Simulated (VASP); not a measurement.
Crystal: Si3Sn4.

```
Si Sn
1.0
     3.54004    2.04385    4.19434
    -3.54004    2.04385    4.19434
     0.00000   -4.08769    4.19434
Si Sn
3 4
Direct
  0.61653 0.38347 0.00000
  0.00000 0.61653 0.38347
  0.38347 0.00000 0.61653
  0.34993 0.65007 0.00000
  0.00000 0.34993 0.65007
  0.65007 0.00000 0.34993
  0.50000 0.50000 0.50000
```

```yaml
Program: VASP 6.6.1
Task: relaxation of cell and atoms
Functional: PBE
Potentials_or_basis: VASP PAW PBE potentials, release 64 (Si, Sn_d)
Cutoff: 600 eV
k_mesh: 3 × 3 × 3
Occupations: gaussian, width 0.2 eV
Spin: no spin polarisation
```

At the start: pressure 35.5 GPa; volume 26.01 Å³/atom.

How do energy, volume and symmetry change on relaxing?

Over 13 steps the energy falls by 1812.3 meV/atom and the volume is 30.97 Å³/atom (+19.1 %); space group R32 (No. 155, to 0.05 Å).

Step by step:
```tsv
step	energy change (eV)	largest force (eV/Å)	pressure (GPa)	volume (Å³)
1	0.0000	18.8283	35.54	182.08
2	-6.3868	2.5127	0.33	369.25
3	-6.5938	2.4447	0.16	361.53
4	-6.8025	2.3864	-0.01	353.92
5	-9.8571	2.2315	-0.18	260.31
6	-11.7939	2.1411	1.53	219.31
7	-12.1589	0.9907	6.05	200.23
8	-12.1807	1.5654	4.02	206.55
9	-12.1951	1.4201	4.54	204.69
10	-12.5998	0.3729	-1.66	227.23
11	-12.6169	0.4877	-0.86	222.71
12	-12.6724	0.2304	-0.36	219.38
13	-12.6862	0.0212	0.14	216.78
```

Final structure:
```cif
data_structure
_symmetry_space_group_name_H-M 'P 1'
_symmetry_Int_Tables_number 1
_cell_length_a 6.1197
_cell_length_b 6.1197
_cell_length_c 6.1197
_cell_angle_alpha 78.378
_cell_angle_beta 78.378
_cell_angle_gamma 78.378
_cell_volume 216.78
loop_
_atom_site_label
_atom_site_type_symbol
_atom_site_fract_x
_atom_site_fract_y
_atom_site_fract_z
_atom_site_occupancy
Si1 Si 0.64949 0.35051 0.00000 1
Si2 Si 0.00000 0.64949 0.35051 1
Si3 Si 0.35051 0.00000 0.64949 1
Sn1 Sn 0.31593 0.68407 0.00000 1
Sn2 Sn 0.00000 0.31593 0.68407 1
Sn3 Sn 0.68407 0.00000 0.31593 1
Sn4 Sn 0.50000 0.50000 0.50000 1
```

Caveat: the k points lie up to 0.35 Å⁻¹ apart in the final cell; the volume moved by over 15 % at a fixed basis, so the end points are rough; the relaxation stopped at a loose force limit of 0.08 eV/Å, so its end isn't a converged minimum.
